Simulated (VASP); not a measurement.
Input of a VASP 6.6.1 run:

POSCAR

```
CdTe
1.0
    0.0000000000      2.8811982164      2.8811982164
    2.8811982164      0.0000000000      2.8811982164
    2.8811982164      2.8811982164      0.0000000000
Cd Te
1 1
Direct
    0.0000000000      0.0000000000      0.0000000000
    0.5000000000      0.5000000000      0.5000000000
```

Contents of INCAR.step1:

```
SYSTEM = CdTe
  ALGO = Normal
  EDIFF = 1E-4
  ENCUT = 520
  GGA = PE
  ISMEAR = -1
  LASPH = .True.
  LCHARG = .False.
  LREAL = .False.
  LWAVE = .True.
  NBANDS = 16
  NELM = 100
  PREC = Accurate
  SIGMA = 0.08
```

File INCAR.step2:

```
SYSTEM = CdTe
  ALGO = Normal
  EDIFF = 1E-6
  ENCUT = 520
  ISIF = 2
  ISMEAR = -1
  ISTART = 1
  LASPH = .True.
  LCHARG = .False.
  LMIXTAU = .True.
  LREAL = .False.
  LWAVE = .False.
  METAGGA = R2SCAN
  NBANDS = 16
  NELM = 100
  PREC = Accurate
  SIGMA = 0.08
```

KPOINTS

```
k-points
0
Gamma
  13 13 13
  0 0 0
```

Potentials or basis: VASP PAW PBE potentials, release 64 (Cd, Te).

Launch:

```bash
$ cat potpaw_PBE.64/Cd/POTCAR potpaw_PBE.64/Te/POTCAR > POTCAR
$ cp INCAR.step1 INCAR
$ mpirun -np 1 vasp_std > vasp.out
$ cp INCAR.step2 INCAR
$ mpirun -np 1 vasp_std > vasp.out
```

(1) What does it give for the pressure?

(2) What does it give for the band gap on the k mesh?

Answers

(1) 13.2 GPa.

(2) zero (band 9 reaches 5.83 eV, above the bottom of band 10 at 4.66 eV).

Caveat: the PAW data sets were made with another functional, which shifts forces and pressure a little; spin-orbit coupling is left out, which moves the levels of the heavy elements.
